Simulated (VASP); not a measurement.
AsPt:

```
As Pt
1.0
     0.00000    2.63446    2.63446
     2.63446    0.00000    2.63446
     2.63446    2.63446    0.00000
As Pt
1 1
Direct
  0.00000 0.00000 0.00000
  0.50000 0.50000 0.50000
```

```yaml
Program: VASP 6.6.1
Task: relaxation of cell and atoms
Functional: PBE
Potentials_or_basis: VASP PAW PBE potentials, release 64 (As, Pt)
Cutoff: 600 eV
k_mesh: 18 × 18 × 18
Occupations: gaussian, width 0.1 eV
Spin: no spin polarisation
```

At the start: pressure -2.5 GPa; volume 18.28 Å³/atom.

Problem. Where does the relaxation end?

Solution. Over 3 steps the energy falls by 2.7 meV/atom and the volume is 17.95 Å³/atom (-1.8 %); space group Fm-3m (No. 225, to 0.05 Å).

Step by step:
| step | energy change (eV) | largest force (eV/Å) | pressure (GPa) | volume (Å³) |
| --- | --- | --- | --- | --- |
| 1 | 0.0000 | 0.0000 | -2.50 | 36.57 |
| 2 | 0.0033 | 0.0000 | 3.49 | 35.08 |
| 3 | -0.0054 | 0.0000 | 0.00 | 35.90 |

Final structure:
```
As Pt
1.0
     0.00000    2.61828    2.61828
     2.61828    0.00000    2.61828
     2.61828    2.61828    0.00000
As Pt
1 1
Direct
  0.00000 0.00000 0.00000
  0.50000 0.50000 0.50000
```
